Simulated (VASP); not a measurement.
# TiAl (P-6m2) in VASP: further runs

The runs below take TiAl through single point, with PBE.

Everything below comes from runs of VASP 6.6.1. Logs are shortened: lines on timing, memory, paths and dates and some standing lists are left out, and cuts for length are marked.

## Step 1: The cell of the first run

Symmetry: P-6m2, No. 187, hexagonal system. Conventional cell: a = 2.953 Å, b = 2.953 Å, c = 4.463 Å, α = 90.00°, β = 90.00°, γ = 120.00°. Ti (site symmetry -6m2) has 6 Al at 2.81 Å and 6 Ti at 2.95 Å within 3.7 Å. Al (site symmetry -6m2) has 6 Ti at 2.81 Å and 6 Al at 2.95 Å within 3.7 Å.

## Step 2: Single point, PBE

The input, INCAR:

```
SYSTEM = TiAl
  ALGO = Normal
  EDIFF = 1E-7
  ENCUT = 520
  GGA = PE
  ISIF = 2
  ISMEAR = 0
  LASPH = .TRUE.
  LCHARG = .FALSE.
  LREAL = .FALSE.
  LWAVE = .FALSE.
  NBANDS = 14
  NELM = 100
  PREC = Accurate
  SIGMA = 0.15
```

The input, KPOINTS:

```
k-points
0
G
  18 18 10
  0 0 0
```

The input, POSCAR:

```
TiAl
1.0
    2.9530000000      0.0000000000      0.0000000000
   -1.4765000000      2.5573730174      0.0000000000
    0.0000000000      0.0000000000      4.4625000000
Ti Al
1 1
Direct
    0.0000000000      0.0000000000      0.0000000000
    0.3333333333      0.6666666667      0.5000000000
```

Potentials or basis: VASP PAW PBE potentials, release 64 (Ti_sv, Al).

Run with:

```console
$ cat potpaw_PBE.64/Ti_sv/POTCAR potpaw_PBE.64/Al/POTCAR > POTCAR
$ mpirun -np 1 vasp_std > vasp.out
```

OUTCAR:

```text
SYSTEM = TiAl
   EDIFF = 1E-7
   ENCUT = 520
   GGA = PE
   ISIF = 2
   ISMEAR = 0
   LASPH = .TRUE.
   LREAL = .FALSE.
   NELM = 100
   PREC = Accurate

 ion  position               nearest neighbor table
   1  0.000  0.000  0.000-   2 2.81   2 2.81   2 2.81   2 2.81   2 2.81   2 2.81
   2  0.333  0.667  0.500-   1 2.81   1 2.81   1 2.81   1 2.81   1 2.81   1 2.81

  LATTYP: Found a hexagonal cell.
 ALAT       =     2.9530000000
 C/A-ratio  =     1.5111750762

  Lattice vectors:

 A1 = (   2.9530000000,   0.0000000000,   0.0000000000)
 A2 = (  -1.4765000000,   2.5573730174,   0.0000000000)
 A3 = (   0.0000000000,   0.0000000000,   4.4625000000)

Analysis of symmetry for initial positions (statically):
=====================================================================
 Subroutine PRICEL returns:
 Original cell was already a primitive cell.

 Routine SETGRP: Setting up the symmetry group for a
 hexagonal supercell.

 Subroutine GETGRP returns: Found 12 space group operations
 (whereof 12 operations were pure point group operations)
 out of a pool of 24 trial point group operations.

The static configuration has the point symmetry D_3h.

Analysis of symmetry for dynamics (positions and initial velocities):
=====================================================================
 Subroutine PRICEL returns:
 Original cell was already a primitive cell.

 Routine SETGRP: Setting up the symmetry group for a
 hexagonal supercell.

 Subroutine GETGRP returns: Found 12 space group operations
 (whereof 12 operations were pure point group operations)
 out of a pool of 24 trial point group operations.

The dynamic configuration has the point symmetry D_3h.

 Subroutine INISYM returns: Found 12 space group operations
 (whereof 12 operations are pure point group operations),
 and found     1 'primitive' translations

----------------------------------------------------------------------------------------

                                     Primitive cell

  volume of cell :      33.7005

  direct lattice vectors                    reciprocal lattice vectors
     2.953000000  0.000000000  0.000000000     0.338638673  0.195513129  0.000000000
    -1.476500000  2.557373017  0.000000000     0.000000000  0.391026257  0.000000000
     0.000000000  0.000000000  4.462500000     0.000000000  0.000000000  0.224089636

  length of vectors
     2.953000000  2.953000000  4.462500000     0.391026257  0.391026257  0.224089636

  position of ions in fractional coordinates (direct lattice)
     0.000000000  0.000000000  0.000000000
     0.333333333  0.666666667  0.500000000

  ion indices of the primitive-cell ions
   primitive index   ion index
                 1           1
                 2           2

----------------------------------------------------------------------------------------

 KPOINTS: k-points

Automatic generation of k-mesh.
 Grid dimensions read from file:
 generate k-points for:   18   18   10

 Generating k-lattice:

  Cartesian coordinates                     Fractional coordinates (reciprocal lattice)
     0.018813260  0.010861840  0.000000000     0.055555556  0.000000000  0.000000000
     0.000000000  0.021723681  0.000000000     0.000000000  0.055555556  0.000000000
     0.000000000  0.000000000  0.022408964     0.000000000  0.000000000  0.100000000

  Length of vectors
     0.021723681  0.021723681  0.022408964

  Shift w.r.t. Gamma in fractional coordinates (k-lattice)
     0.000000000  0.000000000  0.000000000

 Subroutine IBZKPT returns following result:
 ===========================================

 Found    222 irreducible k-points:

 Following reciprocal coordinates:
            Coordinates               Weight
  0.000000  0.000000  0.000000      1.000000
  0.055556  0.000000  0.000000      6.000000
  0.111111  0.000000  0.000000      6.000000
  0.166667  0.000000  0.000000      6.000000
  0.222222  0.000000  0.000000      6.000000
  0.277778  0.000000  0.000000      6.000000
[... 16 lines left out ...]
  0.333333  0.111111  0.000000     12.000000
  0.388889  0.111111  0.000000     12.000000
 [... further k-points ...]
   k-points           NKPTS =    222   k-points in BZ     NKDIM =    222   number of bands    NBANDS=     14
   number of dos      NEDOS =    301   number of ions     NIONS =      2
   total plane-waves  NPLWV =  20736
   dimension x,y,z NGX =    24 NGY =   24 NGZ =   36
   dimension x,y,z NGXF=    48 NGYF=   48 NGZF=   72
   ions per type =               1   1
   NGX,Y,Z   is equivalent  to a cutoff of  13.51, 13.51, 13.41 a.u.
   NGXF,Y,Z  is equivalent  to a cutoff of  27.02, 27.02, 26.82 a.u.
 SYSTEM =  TiAl
   PREC   = accura    normal or accurate (medium, high low for compatibility)
   ISTART =      0    job   : 0-new  1-cont  2-samecut
   ICHARG =      2    charge: 1-file 2-atom 10-const
   ISPIN  =      1    spin polarized calculation?
   LNONCOLLINEAR =      F non collinear calculations
   LSORBIT =      F    spin-orbit coupling
   LASPH  =      T    aspherical Exc in radial PAW
   ENCUT  =  520.0 eV  38.22 Ry    6.18 a.u.   5.49  5.49  8.30*2*pi/ulx,y,z
   NELM   =    100;   NELMIN=  2; NELMDL= -5     # of ELM steps
   EDIFF  = 0.1E-06   stopping-criterion for ELM
   LREAL  =      F    real-space projection
   EDIFFG = 0.1E-05   stopping-criterion for IOM
   NSW    =      0    number of steps for IOM
   IBRION =     -1    ionic relax: 0-MD 1-quasi-New 2-CG
   NFREE  =      0    steps in history (QN), initial steepest desc. (CG)
   ISIF   =      2    stress and relaxation
   ISYM   =      2    0-nonsym 1-usesym 2-fastsym
   POTIM  = 0.5000    time-step for ionic-motion
   TEBEG  =    0.0;   TEEND  =   0.0 temperature during run
   PSTRESS=    0.0 pullay stress
   NELECT =      15.0000    total number of electrons
   NUPDOWN=      -1.0000    fix difference up-down
   EMIN   =  10.00;   EMAX   =-10.00  energy-range for DOS
   EFERMI =   0.00;   METHOD = LEGACY
   ISMEAR =     0;   SIGMA  =   0.15  broadening in eV -4-tet -1-fermi 0-gaus
   EFERMI_NEDOS =   21; number of points for ismear=-14 and -15
   IALGO  =     38    algorithm
   IMIX   =      4    mixing-type and parameters
     AMIX     =   0.40;   BMIX     =  1.00
     AMIX_MAG =   1.60;   BMIX_MAG =  1.00
  volume/ion in A,a.u.               =      16.85       113.71
  Fermi-wavevector in a.u.,A,eV,Ry     =   1.249952  2.362067 21.257470  1.562380
  Thomas-Fermi vector in A             =   2.383969
   LORBIT       =      0    0 simple, 1 ext, 2 COOP (PROOUT), +10 PAW based schemes
   GGA     = PE    functional components
   LHFCALC =     F    Hartree Fock is set to
   AEXX    =    0.0000 exact exchange contribution
   IVDW    =     0    specifies the selected vdW correction
   LEPSILON=     F    determine dielectric tensor
   LRPA    =     F    only Hartree local field effects (RPA)
 non-spin polarized calculation
 Gauss-broadening in eV      SIGMA  =   0.15
  energy-cutoff  :      520.00
  volume of cell :       33.70
 maximum number of plane-waves:       935
 NGX is ok and might be reduce to    24
   NGX = 11   NGY = 11   NGZ = 17

 number of electron      14.9999996 magnetization

 Free energy of the ion-electron system (eV)
  ---------------------------------------------------
  ext. energy  EPLUGINS =         0.00000000
  ---------------------------------------------------
  free energy    TOTEN  =       -12.06174744 eV

  energy without entropy =      -12.03015031  energy(sigma->0) =      -12.04594888

 E-fermi :   7.6957     XC(G=0): -10.8840

 val. band max:        7.6949713762   @ k =   0.3333   0.2778   0.3000
 cond. band min:       7.6963187357   @ k =   0.1667   0.0556   0.3000
 fundamental gap:      0.0013473595
 Fermi energy:         7.6957145322

 k-point     1 :       0.0000    0.0000    0.0000
  band No.  band energies     occupation
      1     -48.8954      2.00000
      2     -25.2185      2.00000
      3     -24.8710      2.00000
      4     -24.8710      2.00000
      5      -1.0307      2.00000
      6       5.7080      2.00000
      7       6.5011      2.00000
      8       8.8845      0.00000
      9       8.8845      0.00000
     10      10.1850      0.00000
     11      10.1850      0.00000
     12      12.4088      0.00000
     13      19.6633      0.00000
     14      19.6633      0.00000

 k-point     2 :       0.0556    0.0000    0.0000
  band No.  band energies     occupation
      1     -48.8934      2.00000
      2     -25.2164      2.00000
      3     -24.8845      2.00000
      4     -24.8740      2.00000
      5      -0.9579      2.00000
      6       5.7799      2.00000
      7       6.4917      2.00000
      8       8.8133      0.00000
      9       8.9407      0.00000
     10      10.1650      0.00000
     11      10.2288      0.00000
     12      12.4186      0.00000
     13      18.5266      0.00000
     14      18.9781      0.00000

 k-point     3 :       0.1111    0.0000    0.0000
  band No.  band energies     occupation
      1     -48.8877      2.00000
      2     -25.2104      2.00000
      3     -24.9233      2.00000
      4     -24.8829      2.00000
      5      -0.7406      2.00000
      6       5.9862      2.00000
      7       6.4659      2.00000
      8       8.6160      0.00000
      9       9.1058      0.00000
     10      10.1080      0.00000
     11      10.3574      0.00000
     12      12.4435      0.00000
     13      16.8502      0.00000
     14      18.1010      0.00000
[... 324 lines left out ...]
 k-point    23 :       0.3333    0.1111    0.0000
  band No.  band energies     occupation
      1     -48.8341      2.00000
      2     -25.2479      2.00000
      3     -25.1541      2.00000
      4     -24.9902      2.00000
      5       2.5105      2.00000
      6       6.3534      2.00000
      7       6.3987      2.00000
      8       7.1679      2.00000
      9       9.2347      0.00000
     10      10.4907      0.00000
     11      11.6827      0.00000
     12      12.2948      0.00000
     13      13.1349      0.00000
     14      13.8925      0.00000

 k-point    24 :       0.3889    0.1111    0.0000
  band No.  band energies     occupation
      1     -48.8287      2.00000
      2     -25.2799      2.00000
      3     -25.1483      2.00000
      4     -25.0014      2.00000
      5       3.4167      2.00000
      6       5.5403      2.00000
      7       6.4115      2.00000
      8       6.9843      2.00000
      9       9.1310      0.00000
     10      10.7177      0.00000
     11      11.6944      0.00000
     12      12.6350      0.00000
     13      13.0410      0.00000
     14      14.1414      0.00000

 [... further k-points ...]
[... 5 lines left out ...]
  --------------------------------------------------------------------------------------
  -------------------------------------------------------------------------------------
  Total       -0.5093919     -0.5093919      1.1072971      0.0000000      0.0000000     -0.0000000
  in kB      -24.2173618    -24.2173618     52.6428034      0.0000000      0.0000000     -0.0000000
  external PRESSURE =       1.4026933 kB  Pullay stress =       0.0000000 kB

 VOLUME and BASIS-vectors are now :
 -----------------------------------------------------------------------------
  energy-cutoff  :      520.00
  volume of cell :       33.70
      direct lattice vectors                 reciprocal lattice vectors
     2.953000000  0.000000000  0.000000000     0.338638673  0.195513129  0.000000000
    -1.476500000  2.557373017  0.000000000     0.000000000  0.391026257  0.000000000
     0.000000000  0.000000000  4.462500000     0.000000000  0.000000000  0.224089636

 POSITION                                       TOTAL-FORCE (eV/Angst)
 -----------------------------------------------------------------------------------
      0.00000      0.00000      0.00000        -0.000000      0.000000      0.000000
     -0.00000      1.70492      2.23125         0.000000      0.000000      0.000000
 -----------------------------------------------------------------------------------
    total drift:                                0.000000     -0.000000      0.000000

  FREE ENERGIE OF THE ION-ELECTRON SYSTEM (eV)
  ---------------------------------------------------
  free  energy   TOTEN  =       -12.0617474425 eV

  energy  without entropy=      -12.0301503112  energy(sigma->0) =      -12.04594888
```

Run time: 60 s. Hardware: 1 thread of Intel Xeon Platinum 8259CL at 2.50GHz (Skylake/Cascade Lake), shared host; peak memory 0.24 GiB.

What came out:

```yaml
Free_energy: -12.0617 eV
Pressure: 0.1 GPa
```

Stress tensor (GPa, compression positive):
```
-2.42  0.00  0.00
 0.00 -2.42  0.00
 0.00  0.00  5.26
```

## Step 3: Single point, PBE

This run uses another cell than the first one, of 16.90 Å³/atom, 1.003 times its volume.

The input, INCAR:

```
SYSTEM = TiAl
ALGO = Fast
EDIFF = 1E-7
ENCUT = 520
GGA = PE
ISIF = 2
ISMEAR = 0
LASPH = .True.
LCHARG = .False.
LREAL = .False.
LWAVE = .False.
NBANDS = 14
NELM = 80
PREC = Accurate
SIGMA = 0.15
```

The input, KPOINTS:

```
k-points
0
Gamma
  18 18 10
  0 0 0
```

The input, POSCAR:

```
TiAl
1.0
    2.9890000000      0.0000000000      0.0000000000
   -1.4945000000      2.5885499319      0.0000000000
    0.0000000000      0.0000000000      4.3695000000
Ti Al
1 1
Direct
    0.0000000000      0.0000000000      0.0000000000
    0.3333333333      0.6666666667      0.5000000000
```

Potentials or basis: VASP PAW PBE potentials, release 64 (Ti_sv, Al).

Run with:

```console
$ cat potpaw_PBE.64/Ti_sv/POTCAR potpaw_PBE.64/Al/POTCAR > POTCAR
$ mpirun -np 1 vasp_std > vasp.out
```

OUTCAR:

```text
SYSTEM = TiAl
   EDIFF = 1E-7
   ENCUT = 520
   GGA = PE
   ISIF = 2
   ISMEAR = 0
   LASPH = .True.
   LREAL = .False.
   NELM = 80
   PREC = Accurate

 ion  position               nearest neighbor table
   1  0.000  0.000  0.000-   2 2.78   2 2.78   2 2.78   2 2.78   2 2.78   2 2.78
   2  0.333  0.667  0.500-   1 2.78   1 2.78   1 2.78   1 2.78   1 2.78   1 2.78

  LATTYP: Found a hexagonal cell.
 ALAT       =     2.9890000000
 C/A-ratio  =     1.4618601539

  Lattice vectors:

 A1 = (   2.9890000000,   0.0000000000,   0.0000000000)
 A2 = (  -1.4945000000,   2.5885499319,   0.0000000000)
 A3 = (   0.0000000000,   0.0000000000,   4.3695000000)

Analysis of symmetry for initial positions (statically):
=====================================================================
 Subroutine PRICEL returns:
 Original cell was already a primitive cell.

 Routine SETGRP: Setting up the symmetry group for a
 hexagonal supercell.

 Subroutine GETGRP returns: Found 12 space group operations
 (whereof 12 operations were pure point group operations)
 out of a pool of 24 trial point group operations.

The static configuration has the point symmetry D_3h.

Analysis of symmetry for dynamics (positions and initial velocities):
=====================================================================
 Subroutine PRICEL returns:
 Original cell was already a primitive cell.

 Routine SETGRP: Setting up the symmetry group for a
 hexagonal supercell.

 Subroutine GETGRP returns: Found 12 space group operations
 (whereof 12 operations were pure point group operations)
 out of a pool of 24 trial point group operations.

The dynamic configuration has the point symmetry D_3h.

 Subroutine INISYM returns: Found 12 space group operations
 (whereof 12 operations are pure point group operations),
 and found     1 'primitive' translations

----------------------------------------------------------------------------------------

[... 117 lines left out ...]
   GGA     = PE    functional components
   LHFCALC =     F    Hartree Fock is set to
   AEXX    =    0.0000 exact exchange contribution
   IVDW    =     0    specifies the selected vdW correction
   LEPSILON=     F    determine dielectric tensor
   LRPA    =     F    only Hartree local field effects (RPA)
 non-spin polarized calculation
 RMM-DIIS sequential band-by-band and
 Gauss-broadening in eV      SIGMA  =   0.15
  energy-cutoff  :      520.00
  volume of cell :       33.81
 maximum number of plane-waves:       934
 NGX is ok and might be reduce to    24
   NGX = 11   NGY = 11   NGZ = 17

 number of electron      15.0000007 magnetization

 Free energy of the ion-electron system (eV)
  ---------------------------------------------------
  ext. energy  EPLUGINS =         0.00000000
  ---------------------------------------------------
  free energy    TOTEN  =       -12.01807146 eV

  energy without entropy =      -11.98662527  energy(sigma->0) =      -12.00234837

 E-fermi :   7.6488     XC(G=0): -10.8692

 val. band max:        7.6487048576   @ k =   0.3889   0.2222   0.4000
 cond. band min:       7.6494322057   @ k =   0.2778   0.0556   0.5000
 fundamental gap:      0.0007273481
 Fermi energy:         7.6488142224

 k-point     1 :       0.0000    0.0000    0.0000
  band No.  band energies     occupation
      1     -48.9681      2.00000
      2     -25.2944      2.00000
      3     -24.9687      2.00000
      4     -24.9687      2.00000
      5      -1.0106      2.00000
      6       5.7774      2.00000
      7       6.7480      2.00000
      8       8.7901      0.00000
      9       8.7901      0.00000
     10      10.0250      0.00000
     11      10.0250      0.00000
     12      12.7232      0.00000
     13      19.2169      0.00000
     14      19.2169      0.00000
[... 377 lines left out ...]
      1     -48.9104      2.00000
      2     -25.3343      2.00000
      3     -25.2321      2.00000
      4     -25.0856      2.00000
      5       3.3278      2.00000
      6       5.3999      2.00000
      7       6.4152      2.00000
      8       6.9418      2.00000
      9       9.0195      0.00000
     10      10.6337      0.00000
     11      11.6287      0.00000
     12      12.7465      0.00000
     13      12.8801      0.00000
     14      14.1759      0.00000

 [... further k-points ...]
[... 5 lines left out ...]
  --------------------------------------------------------------------------------------
  -------------------------------------------------------------------------------------
  Total       -0.6843090     -0.6843090      1.6716833      0.0000000     -0.0000000     -0.0000000
  in kB      -32.4301241    -32.4301241     79.2228354      0.0000000     -0.0000000     -0.0000000
  external PRESSURE =       4.7875290 kB  Pullay stress =       0.0000000 kB

 VOLUME and BASIS-vectors are now :
 -----------------------------------------------------------------------------
  energy-cutoff  :      520.00
  volume of cell :       33.81
      direct lattice vectors                 reciprocal lattice vectors
     2.989000000  0.000000000  0.000000000     0.334560054  0.193158337  0.000000000
    -1.494500000  2.588549932  0.000000000     0.000000000  0.386316674  0.000000000
     0.000000000  0.000000000  4.369500000     0.000000000  0.000000000  0.228859137

 POSITION                                       TOTAL-FORCE (eV/Angst)
 -----------------------------------------------------------------------------------
      0.00000      0.00000      0.00000        -0.000000      0.000000      0.000000
     -0.00000      1.72570      2.18475         0.000000      0.000000      0.000000
 -----------------------------------------------------------------------------------
    total drift:                                0.000000     -0.000000      0.000000

  FREE ENERGIE OF THE ION-ELECTRON SYSTEM (eV)
  ---------------------------------------------------
  free  energy   TOTEN  =       -12.0180714640 eV

  energy  without entropy=      -11.9866252687  energy(sigma->0) =      -12.00234837
```

It took 2.5 min on 1 thread of Intel Xeon Platinum 8259CL at 2.50GHz (Skylake/Cascade Lake), shared host; peak memory 0.23 GiB.

What came out:

```
Free energy : -12.0181 eV
Pressure    : 0.5 GPa
```

Stress tensor (GPa, compression positive):
```
-3.24  0.00  0.00
 0.00 -3.24  0.00
 0.00  0.00  7.92
```
